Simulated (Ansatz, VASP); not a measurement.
Two plane-wave programs on MgCd3O

```
CELL_PARAMETERS angstrom
4.69129 0.00000 0.00000
0.00000 4.69129 0.00000
0.00000 0.00000 4.69129
ATOMIC_POSITIONS crystal
Mg 0.50000 0.50000 0.50000
Cd 0.50000 0.00000 0.00000
Cd 0.00000 0.50000 0.00000
Cd 0.00000 0.00000 0.50000
O 0.00000 0.00000 0.00000
```

Change from the starting cell: species swapped into the KMnF3 type (Pm-3m, No. 221).

Alike in both runs: functional PBE; k mesh 4 × 4 × 4; occupations gaussian, width 0.1 eV; no spin polarisation.

Ansatz relaxed the structure, and its values are those at the end. VASP's run is a single point on that final structure, the one shown.

|  | VASP | Ansatz |
| --- | --- | --- |
| version | VASP 6.6.1 | Ansatz 0.2.0 |
| potentials or method | VASP PAW PBE potentials, release 64 (Mg, Cd, O), cutoff 600 eV | scalar-relativistic, plane waves, PAW |
| valence electrons in the cell | 44 | 76 |

```csv
,VASP,Ansatz,Ansatz less VASP
gap on the k mesh at the Fermi level (eV),none,none,-
pressure (GPa),0.3,0.0,-0.26
```

A gap of «none» marks a metal or a gap that the smearing closes. With one functional, cell and mesh, what is left measures potentials, basis and numerics. VASP's potentials hold 44 valence electrons a cell and Ansatz's 76, so a difference there can come from the potentials and not from the codes.
